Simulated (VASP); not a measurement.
A run of VASP 6.6.1 is set up as follows.

The input INCAR:

```
SYSTEM = AlN
ALGO = Normal
EDIFF = 1E-6
EDIFFG = -0.01
ENCUT = 600
GGA = PE
IBRION = 2
ISIF = 4
ISMEAR = 0
LASPH = .True.
LCHARG = .False.
LREAL = .False.
LWAVE = .False.
NELM = 80
NSW = 50
PREC = Accurate
SIGMA = 0.02
```

File KPOINTS:

```
k-points
0
Gamma
  4 4 8
  0 0 0
```

The input POSCAR:

```
AlN
1.0
    5.2113803900      0.0000000000      0.0000000000
    0.0000000000      5.2113803900      0.0000000000
    0.0000000000      0.0000000000      3.0686157041
Al N
4 4
Direct
    0.6771963025      0.6771963025      0.0000000000
    0.1771963025      0.8228036975      0.5000000000
    0.8228036975      0.1771963025      0.5000000000
    0.3228036975      0.3228036975      0.0000000000
    0.8149062473      0.8149062473      0.5000000000
    0.1850937527      0.1850937527      0.5000000000
    0.6850937527      0.3149062473      0.0000000000
    0.3149062473      0.6850937527      0.0000000000
```

Potentials or basis: VASP PAW PBE potentials, release 64 (Al, N).

Command:

```bash
$ cat potpaw_PBE.64/Al/POTCAR potpaw_PBE.64/N/POTCAR > POTCAR
$ mpirun -np 1 vasp_std > vasp.out
```

**Question.** What does it give for the band gap on the k mesh?

**Answer.** 4.15 eV.

Forces in eV/Å, atoms in the order of the input:
```
Al  -0.003 -0.003  0.000
Al  -0.003  0.003  0.000
Al   0.003 -0.003  0.000
Al   0.003  0.003  0.000
N   -0.001 -0.001  0.000
N    0.001  0.001  0.000
N    0.001 -0.001  0.000
N   -0.001  0.001  0.000
```
